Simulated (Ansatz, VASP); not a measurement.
## One calculation of Ag, two programs

INCAR

```
PREC = Accurate
ENCUT = 520
EDIFF = 1E-6
ISMEAR = 0
SIGMA = 0.1
LREAL = False
LASPH = True
NELM = 80
ALGO = Normal
ISIF = 2
LWAVE = False
LCHARG = False
GGA = PE
NBANDS = 12
```

KPOINTS

```
regular mesh
0
Gamma
  18 18 18
```

POSCAR

```
Ag
1.0
   -1.6625580772      1.6625580772      1.6625580772
    1.6625580772     -1.6625580772      1.6625580772
    1.6625580772      1.6625580772     -1.6625580772
Ag
1
Direct
    0.0000000000      0.0000000000      0.0000000000
```

Input for Ansatz:

```yaml
crystal:
  lattice:
    - [-1.6625580772, 1.6625580772, 1.6625580772]
    - [1.6625580772, -1.6625580772, 1.6625580772]
    - [1.6625580772, 1.6625580772, -1.6625580772]
  atoms:
    - { symbol: Ag, position: [0.0, 0.0, 0.0] }
basis:
  ecutwfc: 420
kpoints:
  mp_grid: { grid: [18, 18, 18] }
hamiltonian:
  xc: pbe
scf:
  occupations: { method: gaussian, width: 0.1 }
output:
  forces: true
  stress: true
  eigenvalues: true
```

Alike in both runs: task single point; functional PBE; k mesh 18 × 18 × 18; occupations gaussian, width 0.1 eV; no spin polarisation.

|  | VASP | Ansatz |
| --- | --- | --- |
| version | VASP 6.6.1 | Ansatz 0.2.0 |
| potentials or method | VASP PAW PBE potentials, release 64 (Ag), cutoff 520 eV | scalar-relativistic, plane waves, PAW |
| valence electrons in the cell | 11 | 19 |

```tsv
	VASP	Ansatz	Ansatz less VASP
gap on the k mesh at the Fermi level (eV)	none	none	-
pressure (GPa)	-1.7	-1.6	+0.09
```

A gap of «none» marks a metal or a gap that the smearing closes. The functional is the same, so the differences come from potentials, cutoffs and numerics. VASP's potentials hold 11 valence electrons a cell and Ansatz's 19, so a difference there can come from the potentials and not from the codes.
